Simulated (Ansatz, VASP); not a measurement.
**One calculation of Zr2B3, two programs**

```
CELL_PARAMETERS angstrom
3.57055 0.00000 0.00000
-1.78527 3.09219 0.00000
0.00000 0.00000 6.58659
ATOMIC_POSITIONS crystal
Zr 0.00000 0.00000 0.24897
Zr 0.00000 0.00000 0.75103
B 0.50000 0.00000 0.50000
B 0.00000 0.50000 0.50000
B 0.50000 0.50000 0.50000
```

Alike in both runs: task single point; functional PBE; k mesh 6 × 6 × 4; occupations gaussian, width 0.1 eV; collinear spin.

|  | VASP | Ansatz |
| --- | --- | --- |
| version | VASP 6.6.1 | Ansatz 0.2.0 |
| potentials or method | VASP PAW PBE potentials, release 64 (Zr_sv, B), cutoff 520 eV | scalar-relativistic, plane waves, PAW |
| valence electrons in the cell | 33 | 33 |

Ansatz gave:

| Quantity | Value |
| --- | --- |
| gap on the k mesh at the Fermi level (eV) | none |
| pressure (GPa) | 0.3 |
| traceless stress, the component that is largest in VASP (GPa) | -0.20 |
| rms of the force components (eV/Å) | 0.007 |
| net moment per atom (μB) | 0.00 |

Which values does VASP return?

gap on the k mesh at the Fermi level (eV): none; pressure (GPa): 0.4; traceless stress, the component that is largest in VASP (GPa): -0.17; rms of the force components (eV/Å): 0.000; net moment per atom (μB): 0.00.

Atom by atom the forces differ by 0.007 eV/Å (rms over components). A gap of «none» marks a metal or a gap that the smearing closes. Ansatz's warnings: seeded moment not kept.
